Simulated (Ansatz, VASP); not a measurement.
BN in VASP and in Ansatz

```xyz
4
Lattice="2.5440 0.0000 0.0000 -1.2720 2.2031 0.0000 0.0000 0.0000 4.3761" Properties=species:S:1:pos:R:3 pbc="T T T"
B     0.0000    1.4688   -0.0043
B     1.2720    0.7344    2.1838
N     0.0000    1.4688    1.6453
N     1.2720    0.7344    3.8334
```

Change from the starting cell: uniaxial_z strain +4.0%.

Alike in both runs: task single point; functional HSE06; k mesh 9 × 9 × 4; no spin polarisation.

```csv
,VASP,Ansatz
version,VASP 6.6.1,Ansatz 0.2.0
potentials or method,"VASP PAW PBE potentials, release 64 (B, N)","plane waves, PAW"
plane-wave cutoff (eV),520,420
occupations,"gaussian, width 0.01 eV",fixed
valence electrons in the cell,16,16
```

|  | VASP | Ansatz | Ansatz less VASP |
| --- | --- | --- | --- |
| gap on the k mesh at the Fermi level (eV) | 6.60 | 6.61 | +0.017 |
| pressure (GPa) | -17.2 | -17.6 | -0.38 |
| traceless stress, the component that is largest in VASP (GPa) | -23.12 | -22.88 | +0.235 |
| rms of the force components (eV/Å) | 0.024 | 0.016 | -0.0075 |

Atom by atom the forces differ by 0.008 eV/Å (rms over components). Ansatz's warnings: stress exchange threshold loose, stress scf threshold loose.
